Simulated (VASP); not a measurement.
# H6OF4 (P-1) in VASP: electric field gradients with PBEsol

Aim: the electric field gradients of H6OF4 with PBEsol.

Program: VASP 6.6.1. These are calculated values, not measurements. Logs are shortened: lines on timing, memory, paths and dates and some standing lists are left out, and cuts for length are marked.

### Step 1. The cell of the first run

The typed cell holds 22 atoms: a = 5.386 Å, b = 6.114 Å, c = 6.794 Å, α = 101.98°, β = 113.15°, γ = 107.73°.

### Step 2. Electric field gradients, PBEsol

Contents of INCAR:

```
PREC = Accurate ; ENCUT = 520
EDIFF = 1E-8 ; ISMEAR = -1
SIGMA = 0.02 ; LREAL = Auto
LASPH = True ; NELM = 60
ALGO = Normal ; ISIF = 2
LWAVE = False ; LCHARG = False
GGA = PS ; LEFG = True
NBANDS = 57
```

Contents of KPOINTS:

```
regular mesh
0
Gamma
  5 4 4
```

Contents of POSCAR:

```
H6OF4
1.0
    5.3863785536      0.0000000000      0.0000000000
   -1.8621073365      5.8231008968      0.0000000000
   -2.6705495542     -2.3346964246      5.7941114223
H O F
12 2 8
Direct
    0.5664543100      0.7708499500      0.0026541400
    0.4335456900      0.2291500500      0.9973458600
    0.4007563500      0.5265761700      0.7609322100
    0.5992436500      0.4734238300      0.2390677900
    0.7255346500      0.7605585700      0.8384033200
    0.2744653500      0.2394414300      0.1615966800
    0.6074980000      0.1804063500      0.7493273500
    0.3925020000      0.8195936500      0.2506726500
    0.8797614900      0.3077802900      0.6049609900
    0.1202385100      0.6922197100      0.3950390100
    0.9128552000      0.8097862300      0.6145863400
    0.0871448000      0.1902137700      0.3854136600
    0.5994036500      0.6614572600      0.8937798000
    0.4005963500      0.3385427400      0.1062202000
    0.5334343400      0.0991417700      0.8384452300
    0.4665656600      0.9008582300      0.1615547700
    0.6978727400      0.3087790400      0.6199646600
    0.3021272600      0.6912209600      0.3800353400
    0.1146007000      0.3194591800      0.5870931000
    0.8853993000      0.6805408200      0.4129069000
    0.0721834100      0.0979506300      0.2379262000
    0.9278165900      0.9020493700      0.7620738000
```

Potentials or basis: VASP PAW PBE potentials, release 64 (H, O, F).

On the command line:

```console
> cat potpaw_PBE.64/H/POTCAR potpaw_PBE.64/O/POTCAR potpaw_PBE.64/F/POTCAR > POTCAR
> mpirun -np 1 vasp_std > vasp.out
```

OUTCAR:

```text
PREC = Accurate
   ENCUT = 520
   EDIFF = 1E-8
   ISMEAR = -1
   LREAL = Auto
   LASPH = True
   NELM = 60
   ISIF = 2
   GGA = PS

 ion  position               nearest neighbor table
   1  0.566  0.771  0.003-  13 1.00
   2  0.434  0.229  0.997-  14 1.00
   3  0.401  0.527  0.761-  13 1.02
   4  0.599  0.473  0.239-  14 1.02
   5  0.726  0.761  0.838-  13 1.01
   6  0.274  0.239  0.162-  14 1.01
   7  0.607  0.180  0.749-  15 0.98
   8  0.393  0.820  0.251-  16 0.98
   9  0.880  0.308  0.605-  17 1.03  19 1.30
  10  0.120  0.692  0.395-  18 1.03  20 1.30
  11  0.913  0.810  0.615-  22 1.00  20 1.36
  12  0.087  0.190  0.385-  21 1.00  19 1.36
  13  0.599  0.661  0.894-   1 1.00   5 1.01   3 1.02
  14  0.401  0.339  0.106-   2 1.00   6 1.01   4 1.02
  15  0.533  0.099  0.838-   7 0.98
  16  0.467  0.901  0.162-   8 0.98
  17  0.698  0.309  0.620-   9 1.03
  18  0.302  0.691  0.380-  10 1.03
  19  0.115  0.319  0.587-   9 1.30  12 1.36
  20  0.885  0.681  0.413-  10 1.30  11 1.36
  21  0.072  0.098  0.238-  12 1.00
  22  0.928  0.902  0.762-  11 1.00

  LATTYP: Found a triclinic cell.
 ALAT       =     5.3863785536
 B/A-ratio  =     2.2288315316
 C/A-ratio  =     1.2646023452
 COS(alpha) =     0.0184778601
 COS(beta)  =     0.3987048937
 COS(gamma) =     0.8262192831

  Lattice vectors:

 A1 = (  -5.3863785536,   0.0000000000,   0.0000000000)
 A2 = (  -9.9190354443,   3.4884044722,   5.7941114223)
 A3 = (  -2.7158289994,   2.3346964246,  -5.7941114223)

Analysis of symmetry for initial positions (statically):
=====================================================================
 Subroutine PRICEL returns:
 Original cell was already a primitive cell.

 Routine SETGRP: Setting up the symmetry group for a
 triclinic supercell.

 Subroutine GETGRP returns: Found  2 space group operations
 (whereof  2 operations were pure point group operations)
 out of a pool of  2 trial point group operations.

The static configuration has the point symmetry S_2 .

Analysis of symmetry for dynamics (positions and initial velocities):
=====================================================================
 Subroutine PRICEL returns:
 Original cell was already a primitive cell.

 Routine SETGRP: Setting up the symmetry group for a
 triclinic supercell.

 Subroutine GETGRP returns: Found  2 space group operations
 (whereof  2 operations were pure point group operations)
 out of a pool of  2 trial point group operations.

The dynamic configuration has the point symmetry S_2 .

 Subroutine INISYM returns: Found  2 space group operations
 (whereof  2 operations are pure point group operations),
 and found     1 'primitive' translations

----------------------------------------------------------------------------------------

                                     Primitive cell

  volume of cell :     181.7348

  direct lattice vectors                    reciprocal lattice vectors
     5.386378554  0.000000000  0.000000000     0.185653494  0.059368151  0.109491071
    -1.862107337  5.823100897  0.000000000     0.000000000  0.171729808  0.069197318
    -2.670549554 -2.334696425  5.794111422     0.000000000  0.000000000  0.172589018

  length of vectors
     5.386378554  6.113587146  6.793700721     0.223562278  0.185146957  0.172589018

  position of ions in fractional coordinates (direct lattice)
     0.566454310  0.770849950  0.002654140
     0.433545690  0.229150050  0.997345860
     0.400756350  0.526576170  0.760932210
     0.599243650  0.473423830  0.239067790
     0.725534650  0.760558570  0.838403320
     0.274465350  0.239441430  0.161596680
[... 14 lines left out ...]
     0.072183410  0.097950630  0.237926200
     0.927816590  0.902049370  0.762073800

  ion indices of the primitive-cell ions
   primitive index   ion index
                 1           1
                 2           2
                 3           3
                 4           4
                 5           5
                 6           6
[... 14 lines left out ...]
                21          21
                22          22

----------------------------------------------------------------------------------------

[... 51 lines left out ...]
   k-points           NKPTS =     42   k-points in BZ     NKDIM =     42   number of bands    NBANDS=     57
   number of dos      NEDOS =    301   number of ions     NIONS =     22
   total plane-waves  NPLWV = 103680
   dimension x,y,z NGX =    40 NGY =   48 NGZ =   54
   dimension x,y,z NGXF=    80 NGYF=   96 NGZF=  108
   ions per type =              12   2   8
   NGX,Y,Z   is equivalent  to a cutoff of  12.35, 13.05, 13.21 a.u.
   NGXF,Y,Z  is equivalent  to a cutoff of  24.69, 26.11, 26.43 a.u.
 SYSTEM =  unknown system
   PREC   = accura    normal or accurate (medium, high low for compatibility)
   ISTART =      0    job   : 0-new  1-cont  2-samecut
   ICHARG =      2    charge: 1-file 2-atom 10-const
   ISPIN  =      1    spin polarized calculation?
   LNONCOLLINEAR =      F non collinear calculations
   LSORBIT =      F    spin-orbit coupling
   LASPH  =      T    aspherical Exc in radial PAW
   ENCUT  =  520.0 eV  38.22 Ry    6.18 a.u.  10.02 11.37 12.63*2*pi/ulx,y,z
   NELM   =     60;   NELMIN=  2; NELMDL= -5     # of ELM steps
   EDIFF  = 0.1E-07   stopping-criterion for ELM
   LREAL  =      T    real-space projection
   EDIFFG = 0.1E-06   stopping-criterion for IOM
   NSW    =      0    number of steps for IOM
   IBRION =     -1    ionic relax: 0-MD 1-quasi-New 2-CG
   NFREE  =      0    steps in history (QN), initial steepest desc. (CG)
   ISIF   =      2    stress and relaxation
   ISYM   =      2    0-nonsym 1-usesym 2-fastsym
   POTIM  = 0.5000    time-step for ionic-motion
   TEBEG  =    0.0;   TEEND  =   0.0 temperature during run
   PSTRESS=    0.0 pullay stress
   NELECT =      80.0000    total number of electrons
   NUPDOWN=      -1.0000    fix difference up-down
   EMIN   =  10.00;   EMAX   =-10.00  energy-range for DOS
   EFERMI =   0.00;   METHOD = LEGACY
   ISMEAR =    -1;   SIGMA  =   0.02  broadening in eV -4-tet -1-fermi 0-gaus
   EFERMI_NEDOS =   21; number of points for ismear=-14 and -15
   IALGO  =     38    algorithm
   IMIX   =      4    mixing-type and parameters
     AMIX     =   0.40;   BMIX     =  1.00
     AMIX_MAG =   1.60;   BMIX_MAG =  1.00
  volume/ion in A,a.u.               =       8.26        55.75
  Fermi-wavevector in a.u.,A,eV,Ry     =   1.245352  2.353374 21.101300  1.550902
  Thomas-Fermi vector in A             =   2.379578
   LORBIT       =      0    0 simple, 1 ext, 2 COOP (PROOUT), +10 PAW based schemes
   GGA     = PS    functional components
   LHFCALC =     F    Hartree Fock is set to
   AEXX    =    0.0000 exact exchange contribution
   IVDW    =     0    specifies the selected vdW correction
   LEPSILON=     F    determine dielectric tensor
   LRPA    =     F    only Hartree local field effects (RPA)
 non-spin polarized calculation
  energy-cutoff  :      520.00
  volume of cell :      181.73
 maximum number of plane-waves:      4920
   NGX = 21   NGY = 23   NGZ = 25

 number of electron      80.0000030 magnetization

 Free energy of the ion-electron system (eV)
  ---------------------------------------------------
  ext. energy  EPLUGINS =         0.00000000
  ---------------------------------------------------
  free energy    TOTEN  =       -98.84633412 eV

  energy without entropy =      -98.84633412  energy(sigma->0) =      -98.84633412

 E-fermi :  -3.8434     XC(G=0):  -8.3652

 val. band max:       -4.3868645944   @ k =   0.2000   0.5000   0.2500
 cond. band min:       3.1079525997   @ k =   0.0000   0.0000   0.0000
 fundamental gap:      7.4948171940
 Fermi energy:        -3.8433522814

 k-point     1 :       0.0000    0.0000    0.0000
  band No.  band energies     occupation
      1     -25.7318      2.00000
      2     -25.4778      2.00000
      3     -25.1533      2.00000
      4     -25.1227      2.00000
      5     -24.8498      2.00000
      6     -24.7991      2.00000
[... 1309 lines left out ...]
     51      10.5149      0.00000
     52      10.6996      0.00000

 [... further k-points ...]

 [bands above 52 left out]

------------------------ aborting loop because EDIFF is reached ----------------------------------------

  FORCE on cell =-STRESS in cart. coord.  units (eV):
  Direction    XX          YY          ZZ          XY          YZ          ZX
  --------------------------------------------------------------------------------------
  -------------------------------------------------------------------------------------
  Total        2.8519798      2.0453207      2.5257761      0.4567320      0.1250342     -0.8385175
  in kB       25.1431100     18.0315875     22.2672919      4.0265580      1.1023035     -7.3923869
  external PRESSURE =      21.8139965 kB  Pullay stress =       0.0000000 kB

 VOLUME and BASIS-vectors are now :
 -----------------------------------------------------------------------------
  energy-cutoff  :      520.00
  volume of cell :      181.73
      direct lattice vectors                 reciprocal lattice vectors
     5.386378554  0.000000000  0.000000000     0.185653494  0.059368151  0.109491071
    -1.862107337  5.823100897  0.000000000     0.000000000  0.171729808  0.069197318
    -2.670549554 -2.334696425  5.794111422     0.000000000  0.000000000  0.172589018

 POSITION                                       TOTAL-FORCE (eV/Angst)
 -----------------------------------------------------------------------------------
      1.60864      4.48254      0.01538        -0.447809      0.216628      0.408178
     -0.75492     -0.99414      5.77873         0.447809     -0.216628     -0.408178
     -0.85402      1.28976      4.40893        -0.263745     -0.270348     -0.425339
      1.70774      2.19864      1.38519         0.263745      0.270348      0.425339
      0.25276      2.47139      4.85780         0.409335      0.417554     -0.211105
      0.60096      1.01701      0.93631        -0.409335     -0.417554      0.211105
[... 14 lines left out ...]
     -0.42898      0.01489      1.37857         0.297304     -0.037907     -0.448918
      1.28270      3.47351      4.41554        -0.297304      0.037907      0.448918
 -----------------------------------------------------------------------------------
    total drift:                               -0.000000     -0.000000      0.000000

  FREE ENERGIE OF THE ION-ELECTRON SYSTEM (eV)
  ---------------------------------------------------
  free  energy   TOTEN  =       -98.8463341213 eV

  energy  without entropy=      -98.8463341213  energy(sigma->0) =      -98.84633412

 Electric field gradients (V/A^2)
---------------------------------------------------------------------
 ion       V_xx      V_yy      V_zz      V_xy      V_xz      V_yz
---------------------------------------------------------------------
   1       4.979    -7.509     2.530    -9.962   -18.734    11.983
   2       4.979    -7.509     2.530    -9.962   -18.734    11.983
   3      -3.740    -5.454     9.194     8.264    10.761    13.006
   4      -3.740    -5.454     9.194     8.264    10.761    13.006
   5       2.081     6.035    -8.115    18.275    -8.838    -7.160
   6       2.081     6.035    -8.115    18.275    -8.838    -7.160
[... 14 lines left out ...]
  21     -19.271   -65.702    84.973     6.188  -116.590    33.025
  22     -19.271   -65.702    84.973     6.188  -116.590    33.025
---------------------------------------------------------------------

 Electric field gradients after diagonalization (V/A^2)
 (convention: |V_zz| > |V_xx| > |V_yy|)
----------------------------------------------------------------------
 ion       V_xx      V_yy      V_zz     asymmetry (V_yy - V_xx)/ V_zz
----------------------------------------------------------------------
   1     -16.388   -12.691    29.079       0.127
   2     -16.388   -12.691    29.079       0.127
   3     -13.765    -9.709    23.474       0.173
   4     -13.765    -9.709    23.474       0.173
   5     -15.189   -10.943    26.131       0.162
   6     -15.189   -10.943    26.131       0.162
[... 14 lines left out ...]
  21    -108.177   -54.997   163.174       0.326
  22    -108.177   -54.997   163.174       0.326
----------------------------------------------------------------------

           NMR quadrupolar parameters

 Cq : quadrupolar parameter    Cq=e*Q*V_zz/h
 eta: asymmetry parameters     (V_yy - V_xx)/ V_zz
 Q  : nuclear electric quadrupole moment in mb (millibarn)
----------------------------------------------------------------------
 ion       Cq(MHz)       eta       Q (mb)
----------------------------------------------------------------------
   1       0.070       0.127       1.000
   2       0.070       0.127       1.000
   3       0.057       0.173       1.000
   4       0.057       0.173       1.000
   5       0.063       0.162       1.000
   6       0.063       0.162       1.000
[... 14 lines left out ...]
  21       0.395       0.326       1.000
  22       0.395       0.326       1.000
----------------------------------------------------------------------
```

Wall time 26 min (1 thread of Intel Xeon 8259CL, shared host); peak memory 0.47 GiB.

Results:

```
Free energy                             : -98.8463 eV
Pressure                                : 2.2 GPa
Largest force                           : 0.667 eV/Å
Band gap on the k mesh                  : 7.49 eV (least direct gap 7.60 eV)
Largest electric field gradient by atom : H +29.1, +23.5, +26.1, +27.3, +18.6, +22.9 (each value once); O -131.1; F +178.6, +149.6, -88.8, +163.2 (each value once) V/Å²
```

Forces in eV/Å, atoms in the order of the input:
```
H   -0.448  0.217  0.408
H    0.448 -0.217 -0.408
H   -0.264 -0.270 -0.425
H    0.264  0.270  0.425
H    0.409  0.418 -0.211
H   -0.409 -0.418  0.211
H    0.323  0.476 -0.339
H   -0.323 -0.476  0.339
H    0.472  0.010 -0.041
H   -0.472 -0.010  0.041
H    0.272 -0.128 -0.476
H   -0.272  0.128  0.476
O    0.239 -0.327  0.184
O   -0.239  0.327 -0.184
F   -0.346 -0.379  0.351
F    0.346  0.379 -0.351
F   -0.467 -0.077  0.090
F    0.467  0.077 -0.090
F    0.036  0.032  0.010
F   -0.036 -0.032 -0.010
F    0.297 -0.038 -0.449
F   -0.297  0.038  0.449
```

Stress tensor (GPa, compression positive):
```
 2.51  0.40 -0.74
 0.40  1.80  0.11
-0.74  0.11  2.23
```

Levels at points of the mesh, in eV from the valence-band top:
| k point | band 36 | band 37 | band 38 | band 39 | band 40 | band 41 | band 42 | band 43 | band 44 | band 45 |
| --- | --- | --- | --- | --- | --- | --- | --- | --- | --- | --- |
| (0.00, 0.00, 0.00) | -0.26 | -0.25 | -0.25 | -0.14 | -0.10 | 7.49 | 11.91 | 12.11 | 12.12 | 12.46 |
| (0.00, 0.50, 0.00) | -0.37 | -0.20 | -0.15 | -0.15 | -0.03 | 9.13 | 9.45 | 11.49 | 12.05 | 12.73 |
| (0.00, 0.00, 0.50) | -0.36 | -0.36 | -0.22 | -0.11 | -0.06 | 9.03 | 9.19 | 12.01 | 12.07 | 12.88 |
| (0.00, 0.50, 0.50) | -0.44 | -0.32 | -0.18 | -0.17 | -0.01 | 9.44 | 9.46 | 11.17 | 11.20 | 12.71 |

Electric field gradients, principal values (V/Å²):
| atom | least | middle | greatest (by size) |
| --- | --- | --- | --- |
| 1 H | -12.691 | -16.388 | 29.079 |
| 2 H | -12.691 | -16.388 | 29.079 |
| 3 H | -9.709 | -13.765 | 23.474 |
| 4 H | -9.709 | -13.765 | 23.474 |
| 5 H | -10.943 | -15.189 | 26.131 |
| 6 H | -10.943 | -15.189 | 26.131 |
| 7 H | -13.231 | -14.025 | 27.256 |
| 8 H | -13.231 | -14.025 | 27.256 |
| 9 H | -9.178 | -9.403 | 18.581 |
| 10 H | -9.178 | -9.403 | 18.581 |
| 11 H | -11.059 | -11.889 | 22.947 |
| 12 H | -11.059 | -11.889 | 22.947 |
| 13 O | 61.199 | 69.863 | -131.062 |
| 14 O | 61.199 | 69.863 | -131.062 |
| 15 F | -68.586 | -109.971 | 178.556 |
| 16 F | -68.586 | -109.971 | 178.556 |
| 17 F | -43.118 | -106.493 | 149.611 |
| 18 F | -43.118 | -106.493 | 149.611 |
| 19 F | 27.415 | 61.409 | -88.825 |
| 20 F | 27.415 | 61.409 | -88.825 |
| 21 F | -54.997 | -108.177 | 163.174 |
| 22 F | -54.997 | -108.177 | 163.174 |

Caveat: without QUAD_EFG the Cq values of the log hold for a quadrupole moment of 1 mb, not for the nuclei; the PAW data sets were made with another functional, which shifts forces and pressure a little. A k mesh can miss the band edges.
